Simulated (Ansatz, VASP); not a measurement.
**MgC2: VASP beside Ansatz**

File INCAR:

```
PREC = Accurate
ENCUT = 840
EDIFF = 1E-6
ISMEAR = -1
SIGMA = 0.05
LREAL = False
LASPH = True
NELM = 120
ALGO = Normal
ISIF = 2
LWAVE = False
LCHARG = False
GGA = PE
NBANDS = 27
GGA_COMPAT = False
```

The input KPOINTS:

```
regular mesh
0
Gamma
  5 5 5
```

Contents of POSCAR:

```
MgC2
1.0
    3.9507770000      0.0000000000      0.0000000000
    0.0000000000      3.9507770000      0.0000000000
    0.0000000000      0.0000000000      5.1865725600
Mg C
2 4
Direct
    0.0000000000      0.0000000000      0.5000000000
    0.5000000000      0.5000000000      0.0000000000
    0.3876550000      0.6123450000      0.5000000000
    0.1123450000      0.1123450000      0.0000000000
    0.6123450000      0.3876550000      0.5000000000
    0.8876550000      0.8876550000      0.0000000000
```

input.yaml

```yaml
crystal:
  lattice:
    - [3.950777, 0.0, 0.0]
    - [0.0, 3.950777, 0.0]
    - [0.0, 0.0, 5.18657256]
  atoms:
    - { symbol: Mg, position: [0.0, 0.0, 0.5] }
    - { symbol: Mg, position: [0.5, 0.5, 0.0] }
    - { symbol: C, position: [0.387655, 0.612345, 0.5] }
    - { symbol: C, position: [0.112345, 0.112345, 0.0] }
    - { symbol: C, position: [0.612345, 0.387655, 0.5] }
    - { symbol: C, position: [0.887655, 0.887655, 0.0] }
hamiltonian:
  xc: pbe
  pseudopotentials: { kind: paw }
kpoints:
  mp_grid: { grid: [5, 5, 5] }
scf:
  occupations: { method: fermi_dirac, width: 0.05 }
output:
  forces: true
  stress: true
  eigenvalues: true
```

Alike in both runs: task single point; functional PBE; k mesh 5 × 5 × 5; occupations fermi-dirac, width 0.05 eV; no spin polarisation.

|  | VASP | Ansatz |
| --- | --- | --- |
| version | VASP 6.6.1 | Ansatz 0.2.0 |
| potentials or method | VASP PAW PBE potentials, release 64 (Mg_sv, C) | Ansatz PAW |
| plane-wave cutoff (eV) | 840 | 420 |
| valence electrons in the cell | 36 | 36 |

```csv
,VASP,Ansatz,Ansatz less VASP
gap on the k mesh at the Fermi level (eV),2.84,2.84,0.000
least direct gap on the mesh (eV),3.10,3.09,-0.005
pressure (GPa),-2.2,-2.2,-0.01
"traceless stress, the component that is largest in VASP (GPa)",-1.23,-1.07,+0.161
rms of the force components (eV/Å),0.023,0.017,-0.0061
```

Atom by atom the forces differ by 0.041 eV/Å (rms over components).

Noted on Ansatz's run: odd divisions of the mesh miss points on the zone boundary, where band edges often lie, so the gap on the mesh can be too wide.
